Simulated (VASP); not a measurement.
Here is a VASP 6.6.1 calculation.

The input INCAR:

```
SYSTEM = Ga
PREC = Accurate
ENCUT = 500
EDIFF = 1E-7
ISMEAR = 0
SIGMA = 0.1
LREAL = .FALSE.
LASPH = .TRUE.
NELM = 120
ALGO = Normal
ISIF = 3
LWAVE = .FALSE.
LCHARG = .FALSE.
GGA = PE
IVDW = 12
IBRION = 2
NSW = 80
EDIFFG = -0.01
GGA_COMPAT = .FALSE.
NELMIN = 4
```

File KPOINTS:

```
Automatic mesh
0
G
  15 15 10
  0 0 0
```

The input POSCAR:

```
Ga
1.0
    3.1465170048      0.0000000000      0.0000000000
   -1.5732585024      2.7249636596      0.0000000000
    0.0000000000      0.0000000000      4.8724850897
Ga
2
Direct
    0.3333333333      0.6666666667      0.2500000000
    0.6666666667      0.3333333333      0.7500000000
```

Potentials or basis: VASP PAW PBE potentials, release 64 (Ga_d).

Run with:

```console
$ cat potpaw_PBE.64/Ga_d/POTCAR > POTCAR
$ mpirun -np 1 vasp_std > vasp.out
```

(1) Estimate the space group after relaxing (to 0.1 Å).

(2) Predict the relaxed cell.

(3) Estimate the dispersion energy per atom.

## Answers

(1) P6_3/mmc (No. 194).

(2) a = 2.956 Å, b = 2.956 Å, c = 4.783 Å, α = 90.00°, β = 90.00°, γ = 120.00°.

(3) -0.317 eV.
